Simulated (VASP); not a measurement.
# SiW (rocksalt type) (Fm-3m) in VASP: notebook

Runs on SiW (rocksalt type). Level: PBE. Tasks: single point.

Program: VASP 6.6.1. These are calculated values, not measurements. Logs are shortened: lines on timing, memory, paths and dates and some standing lists are left out, and cuts for length are marked.

### Step 1. The cell of the first run

Symmetry: Fm-3m, No. 225, cubic system. The conventional cell has a = 5.026 Å, b = 5.026 Å, c = 5.026 Å, α = 90.00°, β = 90.00°, γ = 90.00°. W (site symmetry m-3m) has 6 Si at 2.51 Å within 3.3 Å. Within 3.3 Å of Si (site symmetry m-3m) lie 6 W at 2.51 Å.

### Step 2. Single point, PBE

INCAR

```
PREC = Accurate
ENCUT = 520
EDIFF = 1E-6
ISMEAR = -1
SIGMA = 0.05
LREAL = False
LASPH = True
NELM = 60
ALGO = Normal
ISIF = 2
LWAVE = False
LCHARG = False
GGA = PE
NBANDS = 16
```

KPOINTS

```
regular mesh
0
Gamma
  4 4 4
```

POSCAR

```
SiW
1.0
    0.0000000000      2.5128451315      2.5128451315
    2.5128451315      0.0000000000      2.5128451315
    2.5128451315      2.5128451315      0.0000000000
W Si
1 1
Direct
    0.0000000000      0.0000000000      0.0000000000
    0.5000000000      0.5000000000      0.5000000000
```

Potentials or basis: VASP PAW PBE potentials, release 64 (W_sv, Si).

Run with:

```
$ cat potpaw_PBE.64/W_sv/POTCAR potpaw_PBE.64/Si/POTCAR > POTCAR
$ mpirun -np 1 vasp_std > vasp.out
```

OUTCAR:

```text
PREC = Accurate
   ENCUT = 520
   EDIFF = 1E-6
   ISMEAR = -1
   LREAL = False
   LASPH = True
   NELM = 60
   ISIF = 2
   GGA = PE

 ion  position               nearest neighbor table
   1  0.000  0.000  0.000-   2 2.51   2 2.51   2 2.51   2 2.51   2 2.51   2 2.51
   2  0.500  0.500  0.500-   1 2.51   1 2.51   1 2.51   1 2.51   1 2.51   1 2.51

  LATTYP: Found a face centered cubic cell.
 ALAT       =     5.0256902630

  Lattice vectors:

 A1 = (   0.0000000000,   2.5128451315,   2.5128451315)
 A2 = (   2.5128451315,   0.0000000000,   2.5128451315)
 A3 = (   2.5128451315,   2.5128451315,   0.0000000000)

Analysis of symmetry for initial positions (statically):
=====================================================================
 Subroutine PRICEL returns:
 Original cell was already a primitive cell.

 Routine SETGRP: Setting up the symmetry group for a
 face centered cubic supercell.

 Subroutine GETGRP returns: Found 48 space group operations
 (whereof 48 operations were pure point group operations)
 out of a pool of 48 trial point group operations.

The static configuration has the point symmetry O_h .

Analysis of symmetry for dynamics (positions and initial velocities):
=====================================================================
 Subroutine PRICEL returns:
 Original cell was already a primitive cell.

 Routine SETGRP: Setting up the symmetry group for a
 face centered cubic supercell.

 Subroutine GETGRP returns: Found 48 space group operations
 (whereof 48 operations were pure point group operations)
 out of a pool of 48 trial point group operations.

The dynamic configuration has the point symmetry O_h .

 Subroutine INISYM returns: Found 48 space group operations
 (whereof 48 operations are pure point group operations),
 and found     1 'primitive' translations

----------------------------------------------------------------------------------------

                                     Primitive cell

  volume of cell :      31.7342

  direct lattice vectors                    reciprocal lattice vectors
     0.000000000  2.512845132  2.512845132    -0.198977642  0.198977642  0.198977642
     2.512845132  0.000000000  2.512845132     0.198977642 -0.198977642  0.198977642
     2.512845132  2.512845132  0.000000000     0.198977642  0.198977642 -0.198977642

  length of vectors
     3.553699665  3.553699665  3.553699665     0.344639386  0.344639386  0.344639386
[... 62 lines left out ...]
   ENCUT  =  520.0 eV  38.22 Ry    6.18 a.u.   6.61  6.61  6.61*2*pi/ulx,y,z
   NELM   =     60;   NELMIN=  2; NELMDL= -5     # of ELM steps
   EDIFF  = 0.1E-05   stopping-criterion for ELM
   LREAL  =      F    real-space projection
   EDIFFG = 0.1E-04   stopping-criterion for IOM
   NSW    =      0    number of steps for IOM
   IBRION =     -1    ionic relax: 0-MD 1-quasi-New 2-CG
   NFREE  =      0    steps in history (QN), initial steepest desc. (CG)
   ISIF   =      2    stress and relaxation
   ISYM   =      2    0-nonsym 1-usesym 2-fastsym
   POTIM  = 0.5000    time-step for ionic-motion
   TEBEG  =    0.0;   TEEND  =   0.0 temperature during run
   PSTRESS=    0.0 pullay stress
   NELECT =      18.0000    total number of electrons
   NUPDOWN=      -1.0000    fix difference up-down
   EMIN   =  10.00;   EMAX   =-10.00  energy-range for DOS
   EFERMI =   0.00;   METHOD = LEGACY
   ISMEAR =    -1;   SIGMA  =   0.05  broadening in eV -4-tet -1-fermi 0-gaus
   EFERMI_NEDOS =   21; number of points for ismear=-14 and -15
   IALGO  =     38    algorithm
   IMIX   =      4    mixing-type and parameters
     AMIX     =   0.40;   BMIX     =  1.00
     AMIX_MAG =   1.60;   BMIX_MAG =  1.00
  volume/ion in A,a.u.               =      15.87       107.08
  Fermi-wavevector in a.u.,A,eV,Ry     =   1.355158  2.560877 24.986464  1.836453
  Thomas-Fermi vector in A             =   2.482269
   LORBIT       =      0    0 simple, 1 ext, 2 COOP (PROOUT), +10 PAW based schemes
   GGA     = PE    functional components
   LHFCALC =     F    Hartree Fock is set to
   AEXX    =    0.0000 exact exchange contribution
   IVDW    =     0    specifies the selected vdW correction
   LEPSILON=     F    determine dielectric tensor
   LRPA    =     F    only Hartree local field effects (RPA)
 non-spin polarized calculation
  energy-cutoff  :      520.00
  volume of cell :       31.73
 maximum number of plane-waves:       876
 NGX is ok and might be reduce to    28
   NGX = 13   NGY = 13   NGZ = 13

 number of electron      17.9999999 magnetization

 Free energy of the ion-electron system (eV)
  ---------------------------------------------------
  ext. energy  EPLUGINS =         0.00000000
  ---------------------------------------------------
  free energy    TOTEN  =       -17.30149468 eV

  energy without entropy =      -17.27961280  energy(sigma->0) =      -17.29055374

 E-fermi :   9.7377     XC(G=0): -12.1508

 val. band max:        9.7222173072   @ k =   0.5000   0.5000   0.0000
 cond. band min:       9.7502373308   @ k =   0.5000   0.5000   0.0000
 fundamental gap:      0.0280200236
 Fermi energy:         9.7376563192

 k-point     1 :       0.0000    0.0000    0.0000
  band No.  band energies     occupation
      1     -64.3513      2.00000
      2     -28.5374      2.00000
      3     -28.5374      2.00000
      4     -28.5374      2.00000
      5      -1.9733      2.00000
      6       8.0370      2.00000
[... 129 lines left out ...]
      3     -28.6243      2.00000
      4     -28.5902      2.00000
      5       1.7149      2.00000
      6       5.7227      2.00000
[... 8 lines left out ...]
     15      20.5609      0.00000
     16      21.4085      0.00000

------------------------ aborting loop because EDIFF is reached ----------------------------------------

  FORCE on cell =-STRESS in cart. coord.  units (eV):
  Direction    XX          YY          ZZ          XY          YZ          ZX
  --------------------------------------------------------------------------------------
  -------------------------------------------------------------------------------------
  Total       -0.1609305     -0.1609305     -0.1609305      0.0000000     -0.0000000      0.0000000
  in kB       -8.1249707     -8.1249707     -8.1249707      0.0000000     -0.0000000      0.0000000
  external PRESSURE =      -8.1249707 kB  Pullay stress =       0.0000000 kB

 VOLUME and BASIS-vectors are now :
 -----------------------------------------------------------------------------
  energy-cutoff  :      520.00
  volume of cell :       31.73
      direct lattice vectors                 reciprocal lattice vectors
     0.000000000  2.512845132  2.512845132    -0.198977642  0.198977642  0.198977642
     2.512845132  0.000000000  2.512845132     0.198977642 -0.198977642  0.198977642
     2.512845132  2.512845132  0.000000000     0.198977642  0.198977642 -0.198977642

 POSITION                                       TOTAL-FORCE (eV/Angst)
 -----------------------------------------------------------------------------------
      0.00000      0.00000      0.00000        -0.000000      0.000000      0.000000
      2.51285      2.51285      2.51285         0.000000     -0.000000     -0.000000
 -----------------------------------------------------------------------------------
    total drift:                               -0.000000      0.000000      0.000000

  FREE ENERGIE OF THE ION-ELECTRON SYSTEM (eV)
  ---------------------------------------------------
  free  energy   TOTEN  =       -17.3014946778 eV

  energy  without entropy=      -17.2796128043  energy(sigma->0) =      -17.29055374
```

Run time: 6.1 s. Hardware: 1 thread of Intel Xeon 8259CL, shared host; peak memory 0.15 GiB.

Results:

```yaml
Free_energy: -17.3015 eV
Pressure: -0.8 GPa
Band_gap_on_the_k_mesh: zero (bands 9 and 10 overlap by 2.18 eV)
```

Caveat: the k points lie up to 0.54 Å⁻¹ apart, too coarse for converged energies and pressures of a metal; spin-orbit coupling is left out, which moves the levels of the heavy elements.

### Step 3. Single point, PBE

INCAR

```
PREC = Accurate
ENCUT = 520
EDIFF = 1E-7
ISMEAR = -1
SIGMA = 0.05
LREAL = F
LASPH = T
NELM = 100
ALGO = Normal
ISIF = 2
LWAVE = F
LCHARG = T
GGA = PE
LELF = T
LVHAR = T
NBANDS = 16
```

KPOINTS

```
regular mesh
0
Gamma
  7 7 7
```

POSCAR is that of step 2.

Potentials or basis: VASP PAW PBE potentials, release 64 (W_sv, Si).

Run with:

```
$ cat potpaw_PBE.64/W_sv/POTCAR potpaw_PBE.64/Si/POTCAR > POTCAR
$ mpirun -np 1 vasp_std > vasp.out
```

Run time: 12 s. Hardware: 1 thread of Intel Xeon 8259CL, shared host; peak memory 0.16 GiB.

Results (log left out):

| Quantity | Value |
| --- | --- |
| Free energy | -17.2433 eV |
| Pressure | 0.0 GPa |
| Band gap on the k mesh | zero (bands 9 and 10 overlap by 2.08 eV) |

Levels at points of the mesh, in eV from the Fermi level:
```csv
k point,band 5,band 6,band 7,band 8,band 9,band 10,band 11,band 12,band 13,band 14
"(0.00, 0.00, 0.00)",-12.05,-2.02,-2.02,-2.02,-1.47,-1.47,2.47,2.47,2.47,8.49
```

Caveat: spin-orbit coupling is left out, which moves the levels of the heavy elements.

### Step 4. Single point, PBE

INCAR

```
PREC = Accurate
ENCUT = 520
EDIFF = 1E-6
ISMEAR = -1
SIGMA = 0.05
LREAL = False
LASPH = True
NELM = 80
ALGO = Normal
ISIF = 2
LWAVE = False
LCHARG = False
GGA = PE
NBANDS = 16
```

KPOINTS

```
Automatic mesh
0
Gamma
  10 10 10
```

POSCAR is that of step 3.

Run with:

```
$ cat potpaw_PBE.64/W_sv/POTCAR potpaw_PBE.64/Si/POTCAR > POTCAR
$ mpirun -np 1 vasp_std > vasp.out
```

Run time: 22 s. Hardware: 1 thread of Intel Xeon 8259CL, shared host; peak memory 0.17 GiB.

Results (log left out):

* Free energy: -17.2382 eV
* Pressure: 0.0 GPa
* Band gap on the k mesh: zero (bands 9 and 10 overlap by 2.35 eV)

Levels at points of the mesh, in eV from the Fermi level:
| k point | band 6 | band 7 | band 8 | band 9 | band 10 | band 11 | band 12 | band 13 |
| --- | --- | --- | --- | --- | --- | --- | --- | --- |
| (0.00, 0.00, 0.00) | -2.10 | -2.10 | -2.10 | -1.55 | -1.55 | 2.40 | 2.40 | 2.40 |
| (0.50, 0.00, 0.00) | -7.35 | -3.99 | -3.99 | 0.64 | 0.64 | 1.52 | 4.30 | 6.51 |
| (0.50, 0.50, 0.00) | -4.36 | -4.11 | -0.43 | -0.43 | -0.39 | 1.08 | 1.37 | 1.37 |

Caveat: spin-orbit coupling is left out, which moves the levels of the heavy elements.

### Step 5. Single point, PBE

INCAR

```
SYSTEM = SiW
  ALGO = Normal
  EDIFF = 1E-7
  ENCUT = 520
  GGA = PE
  ISIF = 2
  ISMEAR = -1
  LASPH = .True.
  LCHARG = .True.
  LELF = .True.
  LREAL = .False.
  LVHAR = .True.
  LWAVE = .False.
  NBANDS = 16
  NELM = 80
  PREC = Accurate
  SIGMA = 0.05
```

KPOINTS

```
k-points
0
Gamma
  14 14 14
  0 0 0
```

POSCAR is that of step 4.

Run with:

```
$ cat potpaw_PBE.64/W_sv/POTCAR potpaw_PBE.64/Si/POTCAR > POTCAR
$ mpirun -np 1 vasp_std > vasp.out
```

It took 86 s on 1 thread of Intel Xeon 8259CL, shared host; peak memory 0.2 GiB.

The run converged. Its results:

```
Free energy            : -17.2266 eV
Pressure               : 0.1 GPa
Band gap on the k mesh : zero (bands 9 and 10 overlap by 2.32 eV)
```

Levels at points of the mesh, in eV from the Fermi level:
```csv
k point,band 6,band 7,band 8,band 9,band 10,band 11,band 12,band 13
"(0.00, 0.00, 0.00)",-2.03,-2.03,-2.03,-1.47,-1.47,2.47,2.47,2.47
"(0.50, 0.00, 0.00)",-7.28,-3.92,-3.92,0.71,0.71,1.59,4.37,6.57
"(0.50, 0.50, 0.00)",-4.30,-4.04,-0.36,-0.36,-0.32,1.15,1.45,1.45
```

Caveat: spin-orbit coupling is left out, which moves the levels of the heavy elements.

### Step 6. Overview

| k mesh | gap on the mesh (eV) | pressure (GPa) |
| --- | --- | --- |
| 4 × 4 × 4 | none | -0.8 |
| 7 × 7 × 7 | none | 0.0 |
| 10 × 10 × 10 | none | 0.0 |
| 14 × 14 × 14 | none | 0.1 |

Alike in all rows: task single point; level PBE; potentials or basis VASP PAW PBE potentials, release 64 (W_sv, Si); no spin polarisation; cell as given; cutoff (eV) 520; smearing fermi-dirac 0.05 eV.

Caveats: some runs use coarse meshes; spin-orbit coupling is left out, which moves the levels of the heavy elements.

Total energies depend on the potentials used, so only differences within one code and one set of settings carry meaning.
